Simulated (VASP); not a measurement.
# TaN (Amm2) in VASP: further runs

The runs below take TaN through single point, with LDA.

Everything below comes from runs of VASP 6.6.1. Logs are shortened: lines on timing, memory, paths and dates and some standing lists are left out, and cuts for length are marked.

### 1 The cell of the first run

It takes space group Amm2 (No. 38, orthorhombic). The conventional cell has a = 2.883 Å, b = 2.938 Å, c = 5.089 Å, α = 90.00°, β = 90.00°, γ = 90.00°. Within 2.8 Å of Ta (site symmetry mm2) lie 6 N at 2.08 to 2.68 Å. N (site symmetry mm2) has 6 Ta at 2.08 to 2.68 Å within 2.8 Å.

### 2 Single point, LDA

INCAR

```
PREC     = Accurate       # precision mode
ENCUT    = 520            # plane-wave cutoff, eV
EDIFF    = 1E-6           # SCF threshold, eV
ISMEAR   = -1             # smearing method
SIGMA    = 0.02           # smearing width, eV
LREAL    = False          # projectors in reciprocal space
LASPH    = True           # aspherical terms in the spheres
NELM     = 60             # most SCF steps
ALGO     = Normal         # electronic algorithm
ISIF     = 2              # what is computed and relaxed
LWAVE    = False          # write WAVECAR
LCHARG   = True           # write CHGCAR
LELF     = True           # ELF
LVHAR    = True         
NBANDS   = 15             # bands
```

KPOINTS

```
Automatic mesh
0
Gamma
  9 9 8
```

POSCAR

```
TaN
1.0
    2.9380000000      0.0000000000      0.0000000000
   -1.4690000000      2.5443826363      0.0000000000
    0.0000000000      0.0000000000      2.8830000000
Ta N
1 1
Direct
    0.3888888737      0.6111113076      0.5000000000
   -0.0555553617      0.0555557163      0.0000000000
```

Potentials or basis: VASP PAW LDA potentials, release 64 (Ta_pv, N).

Command:

```sh
$ cat potpaw_LDA.64/Ta_pv/POTCAR potpaw_LDA.64/N/POTCAR > POTCAR
$ mpirun -np 1 vasp_std > vasp.out
```

OUTCAR:

```text
PREC = Accurate
   ENCUT = 520
   EDIFF = 1E-6
   ISMEAR = -1
   LREAL = False
   LASPH = True
   NELM = 60
   ISIF = 2

 ion  position               nearest neighbor table
   1  0.389  0.611  0.500-   2 2.08   2 2.08   2 2.08   2 2.08   2 2.68   2 2.68
   2  0.944  0.056  0.000-   1 2.08   1 2.08   1 2.08   1 2.08   1 2.68   1 2.68

  LATTYP: Found a hexagonal cell.
 ALAT       =     2.9380000000
 C/A-ratio  =     0.9812797822

  Lattice vectors:

 A1 = (   2.9380000000,   0.0000000000,   0.0000000000)
 A2 = (  -1.4690000000,   2.5443826363,   0.0000000000)
 A3 = (   0.0000000000,   0.0000000000,   2.8830000000)

Analysis of symmetry for initial positions (statically):
=====================================================================
 Subroutine PRICEL returns:
 Original cell was already a primitive cell.

 Routine SETGRP: Setting up the symmetry group for a
 hexagonal supercell.

 Subroutine GETGRP returns: Found  4 space group operations
 (whereof  4 operations were pure point group operations)
 out of a pool of 24 trial point group operations.

The static configuration has the point symmetry C_2v.

Analysis of symmetry for dynamics (positions and initial velocities):
=====================================================================
 Subroutine PRICEL returns:
 Original cell was already a primitive cell.

 Routine SETGRP: Setting up the symmetry group for a
 hexagonal supercell.

 Subroutine GETGRP returns: Found  4 space group operations
 (whereof  4 operations were pure point group operations)
 out of a pool of 24 trial point group operations.

The dynamic configuration has the point symmetry C_2v.

 Subroutine INISYM returns: Found  4 space group operations
 (whereof  4 operations are pure point group operations),
 and found     1 'primitive' translations

----------------------------------------------------------------------------------------

                                     Primitive cell

  volume of cell :      21.5516

  direct lattice vectors                    reciprocal lattice vectors
     2.938000000  0.000000000  0.000000000     0.340367597  0.196511324  0.000000000
    -1.469000000  2.544382636  0.000000000     0.000000000  0.393022648  0.000000000
     0.000000000  0.000000000  2.883000000     0.000000000  0.000000000  0.346860909

  length of vectors
     2.938000000  2.938000000  2.883000000     0.393022648  0.393022648  0.346860909

  position of ions in fractional coordinates (direct lattice)
     0.388888874  0.611111308  0.500000000
     0.944444638  0.055555716  0.000000000

  ion indices of the primitive-cell ions
   primitive index   ion index
                 1           1
                 2           2

----------------------------------------------------------------------------------------

 KPOINTS: Automatic mesh

Automatic generation of k-mesh.
 Grid dimensions read from file:
 generate k-points for:    9    9    8

 Generating k-lattice:

  Cartesian coordinates                     Fractional coordinates (reciprocal lattice)
     0.037818622  0.021834592  0.000000000     0.111111111  0.000000000  0.000000000
     0.000000000  0.043669183  0.000000000     0.000000000  0.111111111  0.000000000
     0.000000000  0.000000000  0.043357614     0.000000000  0.000000000  0.125000000

  Length of vectors
     0.043669183  0.043669183  0.043357614

  Shift w.r.t. Gamma in fractional coordinates (k-lattice)
     0.000000000  0.000000000  0.000000000

 Subroutine IBZKPT returns following result:
 ===========================================

 Found    125 irreducible k-points:

 Following reciprocal coordinates:
            Coordinates               Weight
  0.000000  0.000000  0.000000      1.000000
  0.111111 -0.000000  0.000000      4.000000
 -0.111111  0.111111  0.000000      2.000000
  0.222222 -0.000000  0.000000      4.000000
 -0.222222  0.222222  0.000000      2.000000
  0.333333 -0.000000  0.000000      4.000000
[... 16 lines left out ...]
 -0.222222 -0.444444  0.000000      4.000000
  0.444444  0.333333  0.000000      4.000000
 [... further k-points ...]
   k-points           NKPTS =    125   k-points in BZ     NKDIM =    125   number of bands    NBANDS=     15
   number of dos      NEDOS =    301   number of ions     NIONS =      2
   total plane-waves  NPLWV =  13824
   dimension x,y,z NGX =    24 NGY =   24 NGZ =   24
   dimension x,y,z NGXF=    48 NGYF=   48 NGZF=   48
   ions per type =               1   1
   NGX,Y,Z   is equivalent  to a cutoff of  13.58, 13.58, 13.84 a.u.
   NGXF,Y,Z  is equivalent  to a cutoff of  27.16, 27.16, 27.68 a.u.
 SYSTEM =  unknown system
   PREC   = accura    normal or accurate (medium, high low for compatibility)
   ISTART =      0    job   : 0-new  1-cont  2-samecut
   ICHARG =      2    charge: 1-file 2-atom 10-const
   ISPIN  =      1    spin polarized calculation?
   LNONCOLLINEAR =      F non collinear calculations
   LSORBIT =      F    spin-orbit coupling
   LASPH  =      T    aspherical Exc in radial PAW
   ENCUT  =  520.0 eV  38.22 Ry    6.18 a.u.   5.46  5.46  5.36*2*pi/ulx,y,z
   NELM   =     60;   NELMIN=  2; NELMDL= -5     # of ELM steps
   EDIFF  = 0.1E-05   stopping-criterion for ELM
   LREAL  =      F    real-space projection
   EDIFFG = 0.1E-04   stopping-criterion for IOM
   NSW    =      0    number of steps for IOM
   IBRION =     -1    ionic relax: 0-MD 1-quasi-New 2-CG
   NFREE  =      0    steps in history (QN), initial steepest desc. (CG)
   ISIF   =      2    stress and relaxation
   ISYM   =      2    0-nonsym 1-usesym 2-fastsym
   POTIM  = 0.5000    time-step for ionic-motion
   TEBEG  =    0.0;   TEEND  =   0.0 temperature during run
   PSTRESS=    0.0 pullay stress
   NELECT =      16.0000    total number of electrons
   NUPDOWN=      -1.0000    fix difference up-down
   EMIN   =  10.00;   EMAX   =-10.00  energy-range for DOS
   EFERMI =   0.00;   METHOD = LEGACY
   ISMEAR =    -1;   SIGMA  =   0.02  broadening in eV -4-tet -1-fermi 0-gaus
   EFERMI_NEDOS =   21; number of points for ismear=-14 and -15
   IALGO  =     38    algorithm
   IMIX   =      4    mixing-type and parameters
     AMIX     =   0.40;   BMIX     =  1.00
     AMIX_MAG =   1.60;   BMIX_MAG =  1.00
  volume/ion in A,a.u.               =      10.78        72.72
  Fermi-wavevector in a.u.,A,eV,Ry     =   1.482365  2.801264 29.897531  2.197407
  Thomas-Fermi vector in A             =   2.596160
   LORBIT       =      0    0 simple, 1 ext, 2 COOP (PROOUT), +10 PAW based schemes
   GGA     = CA    functional components
   LHFCALC =     F    Hartree Fock is set to
   AEXX    =    0.0000 exact exchange contribution
   IVDW    =     0    specifies the selected vdW correction
   LEPSILON=     F    determine dielectric tensor
   LRPA    =     F    only Hartree local field effects (RPA)
 non-spin polarized calculation
  energy-cutoff  :      520.00
  volume of cell :       21.55
 maximum number of plane-waves:       599
 NGX is ok and might be reduce to    24
   NGX = 11   NGY = 11   NGZ = 11

 number of electron      15.9999999 magnetization

 Free energy of the ion-electron system (eV)
  ---------------------------------------------------
  ext. energy  EPLUGINS =         0.00000000
  ---------------------------------------------------
  free energy    TOTEN  =       -23.37238383 eV

  energy without entropy =      -23.37156288  energy(sigma->0) =      -23.37197335

 E-fermi :   8.3936     XC(G=0): -13.5355

 val. band max:        8.3720349566   @ k =  -0.1111   0.1111   0.2500
 cond. band min:       8.4009946145   @ k =  -0.4444   0.3333   0.3750
 fundamental gap:      0.0289596579
 Fermi energy:         8.3936250794

 k-point     1 :       0.0000    0.0000    0.0000
  band No.  band energies     occupation
      1     -26.4942      2.00000
      2     -26.2495      2.00000
      3     -26.1552      2.00000
      4      -9.5141      2.00000
      5       3.3922      2.00000
      6       4.7387      2.00000
      7       4.9658      2.00000
      8       5.2257      2.00000
      9       7.6722      2.00000
     10       8.5988      0.00007
     11      11.3802      0.00000
     12      12.4567      0.00000
     13      14.9183      0.00000
     14      20.6263      0.00000
     15      22.5319      0.00000

 k-point     2 :       0.1111   -0.0000    0.0000
  band No.  band energies     occupation
      1     -26.4746      2.00000
      2     -26.3807      2.00000
      3     -26.1944      2.00000
      4      -9.2035      2.00000
      5       3.1524      2.00000
      6       4.1353      2.00000
      7       4.5679      2.00000
      8       5.1234      2.00000
      9       7.8975      2.00000
     10       9.2522      0.00000
     11      11.9161      0.00000
     12      12.6788      0.00000
     13      15.3753      0.00000
     14      20.6259      0.00000
     15      22.0553      0.00000

 k-point     3 :      -0.1111    0.1111    0.0000
  band No.  band energies     occupation
      1     -26.4797      2.00000
      2     -26.2770      2.00000
      3     -26.2767      2.00000
      4      -9.3376      2.00000
      5       3.2567      2.00000
      6       4.2540      2.00000
      7       4.9970      2.00000
      8       5.1721      2.00000
      9       8.6568      0.00000
     10       8.9315      0.00000
     11      11.2763      0.00000
     12      12.0770      0.00000
     13      14.7416      0.00000
     14      20.6140      0.00000
     15      21.0769      0.00000
[... 343 lines left out ...]
 k-point    23 :      -0.2222   -0.4444    0.0000
  band No.  band energies     occupation
      1     -27.1398      2.00000
      2     -26.6797      2.00000
      3     -26.3268      2.00000
      4      -6.6344      2.00000
      5       0.0268      2.00000
      6       1.9835      2.00000
      7       2.3179      2.00000
      8       8.8515      0.00000
      9       9.7576      0.00000
     10       9.8452      0.00000
     11      13.1922      0.00000
     12      16.5515      0.00000
     13      16.7973      0.00000
     14      19.8623      0.00000
     15      20.6460      0.00000

 k-point    24 :       0.4444    0.3333    0.0000
  band No.  band energies     occupation
      1     -26.9956      2.00000
      2     -26.7736      2.00000
      3     -26.3421      2.00000
      4      -7.2767      2.00000
      5       0.9818      2.00000
      6       2.3383      2.00000
      7       3.3090      2.00000
      8       7.2255      2.00000
      9       9.0318      0.00000
     10      10.9965      0.00000
     11      12.8745      0.00000
     12      14.4037      0.00000
     13      17.5619      0.00000
     14      19.0104      0.00000
     15      20.6402      0.00000

 [... further k-points ...]
[... 5 lines left out ...]
  --------------------------------------------------------------------------------------
  -------------------------------------------------------------------------------------
  Total        1.4618265      1.4475617      3.9510191     -0.0123537      0.0000000      0.0000000
  in kB      108.6744742    107.6140055    293.7249622     -0.9183928      0.0000000      0.0000000
  external PRESSURE =     170.0044806 kB  Pullay stress =       0.0000000 kB

 VOLUME and BASIS-vectors are now :
 -----------------------------------------------------------------------------
  energy-cutoff  :      520.00
  volume of cell :       21.55
      direct lattice vectors                 reciprocal lattice vectors
     2.938000000  0.000000000  0.000000000     0.340367597  0.196511324  0.000000000
    -1.469000000  2.544382636  0.000000000     0.000000000  0.393022648  0.000000000
     0.000000000  0.000000000  2.883000000     0.000000000  0.000000000  0.346860909

 POSITION                                       TOTAL-FORCE (eV/Angst)
 -----------------------------------------------------------------------------------
      0.24483      1.55490      1.44150        -2.526060      1.458421      0.000000
      2.69317      0.14135      0.00000         2.526060     -1.458421      0.000000
 -----------------------------------------------------------------------------------
    total drift:                               -0.000170     -0.000268      0.000000

  FREE ENERGIE OF THE ION-ELECTRON SYSTEM (eV)
  ---------------------------------------------------
  free  energy   TOTEN  =       -23.3723838310 eV

  energy  without entropy=      -23.3715628754  energy(sigma->0) =      -23.37197335
```

Wall time 26 s (1 thread of Intel Xeon Platinum 8259CL at 2.50GHz (Skylake/Cascade Lake), shared host); peak memory 0.16 GiB.

What came out:

| Quantity | Value |
| --- | --- |
| Free energy | -23.3724 eV |
| Pressure | 17.0 GPa |
| Largest force | 2.917 eV/Å |
| Band gap on the k mesh | zero (band 8 reaches 10.25 eV, above the bottom of band 9 at 7.67 eV) |

Forces in eV/Å, atoms in the order of the input:
```
Ta  -2.526  1.458  0.000
N    2.526 -1.458  0.000
```

Levels at points of the mesh, in eV from the Fermi level:
```csv
k point,band 6,band 7,band 8,band 9,band 10,band 11
"(0.00, 0.00, 0.00)",-3.65,-3.43,-3.17,-0.72,0.21,2.99
"(0.00, 0.00, 0.50)",-6.42,-2.28,-1.84,-0.11,1.43,3.79
```

Caveat: spin-orbit coupling is left out, which moves the levels of the heavy elements; forces of over 1 eV/Å act on the atoms, so gaps and moduli don't describe the material at rest.

### 3 Single point, LDA

INCAR

```
  PREC = Accurate
  ENCUT = 520
  EDIFF = 1E-6
  ISMEAR = -1
  SIGMA = 0.02
  LREAL = False
  LASPH = True
  NELM = 60
  ALGO = Normal
  ISIF = 2
  LWAVE = False
  LCHARG = False
  NBANDS = 15
```

KPOINTS

```
regular mesh
0
Gamma
  9 9 8
```

POSCAR

```
TaN
1.0
    2.9380000000      0.0000000000      0.0000000000
   -1.4690000000      2.5443826363      0.0000000000
    0.0000000000      0.0000000000      2.8830000000
Ta N
1 1
Direct
    0.4444445758      0.5555555913      0.5000000000
   -0.1111112603      0.1111110397      0.0000000000
```

Potentials or basis: VASP PAW LDA potentials, release 64 (Ta_pv, N).

Command:

```sh
$ cat potpaw_LDA.64/Ta_pv/POTCAR potpaw_LDA.64/N/POTCAR > POTCAR
$ mpirun -np 1 vasp_std > vasp.out
```

Run time: 29 s. Hardware: 1 thread of Intel Xeon Platinum 8259CL at 2.50GHz (Skylake/Cascade Lake), shared host; peak memory 0.16 GiB.

Results (log left out):

* Free energy: -23.3724 eV
* Pressure: 17.0 GPa
* Largest force: 2.917 eV/Å
* Band gap on the k mesh: zero (band 8 reaches 10.25 eV, above the bottom of band 9 at 7.67 eV)

Forces in eV/Å, atoms in the order of the input:
```
Ta   2.526 -1.458  0.000
N   -2.526  1.458  0.000
```

Stress tensor (GPa, compression positive):
```
10.87 -0.09  0.00
-0.09 10.76  0.00
 0.00  0.00 29.37
```

Levels at points of the mesh, in eV from the Fermi level:
```csv
k point,band 4,band 5,band 6,band 7,band 8,band 9,band 10,band 11,band 12,band 13
"(0.00, 0.00, 0.00)",-17.91,-5.00,-3.65,-3.43,-3.17,-0.72,0.21,2.99,4.06,6.52
"(0.00, 0.00, 0.50)",-14.91,-9.64,-6.42,-2.28,-1.84,-0.11,1.43,3.79,7.21,8.80
```

Caveat: spin-orbit coupling is left out, which moves the levels of the heavy elements; forces of over 1 eV/Å act on the atoms, so gaps and moduli don't describe the material at rest.

### 4 Single point, LDA

INCAR

```
SYSTEM = TaN
PREC = Accurate
ENCUT = 520
EDIFF = 1E-6
ISMEAR = -1
SIGMA = 0.02
LREAL = .False.
LASPH = .True.
NELM = 60
ALGO = Normal
ISIF = 2
LWAVE = .False.
LCHARG = .False.
NBANDS = 15
```

KPOINTS

```
regular mesh
0
Gamma
  9 9 8
  0 0 0
```

POSCAR

```
TaN
1.0
    2.9380000000      0.0000000000      0.0000000000
   -1.4690000000      2.5443826363      0.0000000000
    0.0000000000      0.0000000000      2.8830000000
Ta N
1 1
Direct
    0.4722221847      0.5277779296      0.5000000000
   -0.1388888692      0.1388887013      0.0000000000
```

Command:

```sh
$ cat potpaw_LDA.64/Ta_pv/POTCAR potpaw_LDA.64/N/POTCAR > POTCAR
$ mpirun -np 1 vasp_std > vasp.out
```

Run time: 30 s. Hardware: 1 thread of Intel Xeon 8259CL, shared host; peak memory 0.16 GiB.

Results (log left out):

```yaml
Free_energy: -24.2624 eV
Pressure: -1.1 GPa
Largest_force: 2.787 eV/Å
Band_gap_on_the_k_mesh: zero (band 8 reaches 8.89 eV, above the bottom of band 9 at 8.07 eV)
```

Forces in eV/Å, atoms in the order of the input:
```
Ta   2.414 -1.394  0.000
N   -2.414  1.394  0.000
```

Stress tensor (GPa, compression positive):
```
-4.05  1.81  0.00
 1.81 -1.96  0.00
 0.00  0.00  2.63
```

Levels at points of the mesh, in eV from the Fermi level:
```csv
k point,band 4,band 5,band 6,band 7,band 8,band 9,band 10,band 11,band 12,band 13
"(0.00, 0.00, 0.00)",-17.90,-5.26,-4.39,-4.18,-3.28,0.95,1.79,3.25,3.93,5.26
"(0.00, 0.00, 0.50)",-15.10,-9.64,-5.51,-2.49,-1.10,-0.32,0.94,2.75,5.65,7.80
```

Caveat: spin-orbit coupling is left out, which moves the levels of the heavy elements; forces of over 1 eV/Å act on the atoms, so gaps and moduli don't describe the material at rest.
